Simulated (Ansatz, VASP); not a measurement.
**One calculation of CdSe, two programs**

The input INCAR:

```
ALGO = Normal ; EDIFF = 1E-7
ENCUT = 520 ; GGA = PE
ISIF = 2 ; ISMEAR = -1
LASPH = True ; LCHARG = False
LREAL = False ; LWAVE = False
NBANDS = 26 ; NELM = 100
PREC = Accurate ; SIGMA = 0.05
```

The input KPOINTS:

```
k-points
0
Gamma
  7 7 4
```

POSCAR

```
CdSe
1.0
    4.3565854364      0.0000000000      0.0000000000
   -2.1782927182      3.7729136617      0.0000000000
    0.0000000000      0.0000000000      7.1123790148
Cd Se
2 2
Direct
    0.6666666667      0.3333333333      0.5000000000
    0.3333333333      0.6666666667      0.0000000000
    0.6666666667      0.3333333333      0.8850000000
    0.3333333333      0.6666666667      0.3850000000
```

input.yaml

```yaml
crystal:
  lattice:
    - [4.3565854364, 0.0, 0.0]
    - [-2.1782927182, 3.7729136617, 0.0]
    - [0.0, 0.0, 7.1123790148]
  atoms:
    - { symbol: Cd, position: [0.6666666667, 0.3333333333, 0.5] }
    - { symbol: Cd, position: [0.3333333333, 0.6666666667, 0.0] }
    - { symbol: Se, position: [0.6666666667, 0.3333333333, 0.885] }
    - { symbol: Se, position: [0.3333333333, 0.6666666667, 0.385] }
kpoints:
  mp_grid: { grid: [7, 7, 4] }
scf:
  occupations: { method: fermi_dirac, width: 0.05 }
hamiltonian:
  xc: pbe
  pseudopotentials: { kind: all_electron, lapw: { basis_error: 0.001 } }
output:
  forces: true
  stress: true
  eigenvalues: true
```

Change from the starting cell: volume scaled by 1.04.

Alike in both runs: task single point; functional PBE; k mesh 7 × 7 × 4; occupations fermi-dirac, width 0.05 eV; no spin polarisation.

```csv
,VASP,Ansatz
version,VASP 6.6.1,Ansatz 0.2.0
potentials or method,"VASP PAW PBE potentials, release 64 (Cd, Se), cutoff 520 eV","all-electron LAPW, scalar-relativistic"
```

Ansatz gave:

* gap on the k mesh at the Fermi level (eV): 0.62
* least direct gap on the mesh (eV): 0.62
* pressure (GPa): 0.9
* traceless stress, the component that is largest in VASP (GPa): -1.05
* rms of the force components (eV/Å): 0.141

Q: What did VASP give for the same quantities?

A: gap on the k mesh at the Fermi level (eV): 0.62; least direct gap on the mesh (eV): 0.62; pressure (GPa): 1.2; traceless stress, the component that is largest in VASP (GPa): -1.09; rms of the force components (eV/Å): 0.145.

Atom by atom the forces differ by 0.004 eV/Å (rms over components). Ansatz ran all-electron here, and VASP with PAW potentials.
